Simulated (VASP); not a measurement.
Crystal: Ni.

```
Ni
1.0
     0.00000    1.76685    1.76685
     1.76685    0.00000    1.76685
     1.76685    1.76685    0.00000
Ni
1
Direct
  0.00000 0.00000 0.00000
```

Base run:

| Property | Result |
| --- | --- |
| Program | VASP 6.6.1 |
| Functional | PBE |
| Potentials or basis | VASP PAW PBE potentials, release 64 (Ni) |
| Cutoff | 520 eV |
| k mesh | 12 × 12 × 12 |
| Occupations | fermi-dirac, width 0.1 eV |
| Spin | collinear spin, ferromagnetic start |
| Starting moments | [0.2] μB |

Its results: pressure -2.0 GPa; site moments Ni +0.65 μB.

Q: The run is repeated on the same cell with these changes: moments at the start from [0.2] to [0.73]; fixed moment from none to 0.73 μB. What comes out?

A: Pressure -1.5 GPa; site moments Ni +0.74 μB.

Caveats: the total moment is fixed, so each spin has its own Fermi level (some runs).
